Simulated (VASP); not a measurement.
Wanted: the native input for a VASP 6.6.1 run.

```
Task                   : single point
Functional             : PBE
Potentials or basis    : VASP PAW PBE potentials, release 64 (W_sv, Se)
Cutoff                 : 520 eV
k mesh                 : 3 × 3 × 2
Occupations            : fermi-dirac, width 0.02 eV
Spin                   : no spin polarisation
Dipole correction      : no
Further INCAR settings : ALGO = Normal; EDIFF = 1e-06; NBANDS = 64
```

The structure of WSe2 lies in POSCAR:

```
WSe2
1.0
    6.7219950000      0.0000000000      0.0000000000
   -3.3609980000      5.8214190000      0.0000000000
    0.0000000000      0.0000000000      7.3232520000
W Se
4 8
Direct
    0.0035341594      0.0035979200      0.0004319119
    0.0036311265      0.4992619497     -0.0031488743
    0.4962876029      0.0007024061     -0.0023231482
    0.5087718313      0.5031989623      0.0007641414
    0.1752659788      0.3402852466      0.2193053032
    0.1721585596      0.3352983182      0.7727002976
    0.1660516506      0.8302041135      0.2259651860
    0.1647773387      0.8437533873      0.7665135653
    0.6776606098      0.3302043711      0.2275519127
    0.6683228227      0.3378049235      0.7740992663
    0.6711371363      0.8443674987      0.2221377880
    0.6656175187      0.8446165789      0.7740892980
```

These files were run (other wordings do the same):

INCAR

```
SYSTEM = WSe2
PREC = Accurate ; ENCUT = 520
EDIFF = 1E-6 ; ISMEAR = -1
SIGMA = 0.02 ; LREAL = .False.
LASPH = .True. ; NELM = 100
ALGO = Normal ; ISIF = 2
LWAVE = .False. ; LCHARG = .False.
GGA = PE ; NBANDS = 64
```

KPOINTS

```
Automatic mesh
0
Gamma
  3 3 2
  0 0 0
```

Potentials or basis: VASP PAW PBE potentials, release 64 (W_sv, Se).

The run is started by

```console
$ cat potpaw_PBE.64/W_sv/POTCAR potpaw_PBE.64/Se/POTCAR > POTCAR
$ mpirun -np 1 vasp_std > vasp.out
```

It gave:

```yaml
Pressure: -0.2 GPa
Largest_force: 0.778 eV/Å
Band_gap_on_the_k_mesh: 1.19 eV
```

Caveat: the k points lie up to 0.43 Å⁻¹ apart; the atoms stand as in a frame of molecular dynamics; spin-orbit coupling is left out, which moves the levels of the heavy elements; an odd mesh through Γ misses points on the zone boundary, where band edges can lie.

It took 3.1 min on 1 thread of Intel(R) Xeon(R) 6975P-C (Granite Rapids), on a shared host, peak memory 0.42 GiB.
